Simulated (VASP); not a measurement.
## TiAl: single point with PBE

The system is TiAl.

```
CELL_PARAMETERS angstrom
3.27177 0.00000 0.00000
0.00000 3.27177 0.00000
0.00000 0.00000 3.27177
ATOMIC_POSITIONS crystal
Ti 0.00000 0.00000 0.00000
Al 0.50000 0.50000 0.50000
```

This cell differs from its parent crystal: strained.

```json
{"Program": "VASP 6.6.1", "Task": "single point", "Functional": "PBE", "Potentials or basis": "VASP PAW PBE potentials, release 64 (Ti_sv, Al)", "Cutoff": "520 eV", "k mesh": "14 × 14 × 14", "Occupations": "gaussian, width 0.1 eV", "Spin": "no spin polarisation"}
```

```yaml
Pressure: -7.5 GPa
Band_gap_on_the_k_mesh: zero (an odd number of electrons rules out a gap without spin polarisation)
```

Levels at points of the mesh, in eV from the Fermi level:
| k point | band 4 | band 5 | band 6 | band 7 | band 8 | band 9 | band 10 | band 11 |
| --- | --- | --- | --- | --- | --- | --- | --- | --- |
| (0.00, 0.00, 0.00) | -33.28 | -8.90 | -1.26 | -1.26 | 1.61 | 1.61 | 1.61 | 4.02 |
| (0.50, 0.00, 0.00) | -33.27 | -5.92 | -4.94 | -0.48 | 0.12 | 0.12 | 1.78 | 2.63 |
| (0.50, 0.50, 0.00) | -33.26 | -4.80 | -2.07 | -2.07 | -1.37 | 0.65 | 0.65 | 2.41 |
| (0.50, 0.50, 0.50) | -33.38 | -2.84 | -2.84 | -2.84 | 0.15 | 2.46 | 2.46 | 2.69 |

Wall time 13 s on 1 thread of Intel(R) Xeon(R) 6975P-C (Granite Rapids) (shared host), peak memory 0.18 GiB.

Caveat: the cell differs from its parent crystal (strained); the cell stands under tension.
